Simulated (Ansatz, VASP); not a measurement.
Cd: VASP beside Ansatz

```
Cd
1.0
     0.00000    2.25390    2.25390
     2.25390    0.00000    2.25390
     2.25390    2.25390    0.00000
Cd
1
Direct
  0.00000 0.00000 0.00000
```

Alike in both runs: functional PBE; k mesh 16 × 16 × 16; occupations fermi-dirac, width 0.05 eV; no spin polarisation.

Ansatz relaxed the structure, and its values are those at the end. VASP's run is a single point on that final structure, the one shown.

|  | VASP | Ansatz |
| --- | --- | --- |
| version | VASP 6.6.1 | Ansatz 0.2.0 |
| potentials or method | VASP PAW PBE potentials, release 64 (Cd) | PAW with Ansatz's default frozen-core files, scalar-relativistic |
| plane-wave cutoff (eV) | 520 | 420 |
| valence electrons in the cell | 12 | 20 |

Ansatz gave:

| Item | Value |
| --- | --- |
| pressure (GPa) | 0.0 |

Which values does VASP return?

Pressure (GPa): 0.2.

VASP's potentials hold 12 valence electrons a cell and Ansatz's 20, so a difference there can come from the potentials and not from the codes.
